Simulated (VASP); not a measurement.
A run of VASP 6.6.1:

Contents of INCAR:

```
  ALGO = Normal
  EDIFF = 1E-6
  ENCUT = 520
  GGA = PE
  ISIF = 2
  ISMEAR = -1
  LASPH = True
  LCHARG = True
  LELF = True
  LREAL = False
  LVHAR = True
  LWAVE = False
  NBANDS = 12
  NELM = 100
  PREC = Accurate
  SIGMA = 0.05
```

KPOINTS

```
k-points
0
Gamma
  15 15 15
```

The input POSCAR:

```
Ag
1.0
    0.0000000000      2.1043930000      2.0431000000
    2.1043930000      0.0000000000      2.0431000000
    2.1043930000      2.1043930000      0.0000000000
Ag
1
Direct
    0.0000000000      0.0000000000      0.0000000000
```

Potentials or basis: VASP PAW PBE potentials, release 64 (Ag).

The run is started by

```bash
$ cat potpaw_PBE.64/Ag/POTCAR > POTCAR
$ mpirun -np 1 vasp_std > vasp.out
```

Hardware: 1 thread of Intel Xeon 6975P-C (shared host).

Task: Estimate the wall time of this run.

Result: Run time: 27 s on 1 thread of Intel Xeon 6975P-C, on a shared host, peak memory 0.19 GiB. Counts: scf iterations 11, k points 288.
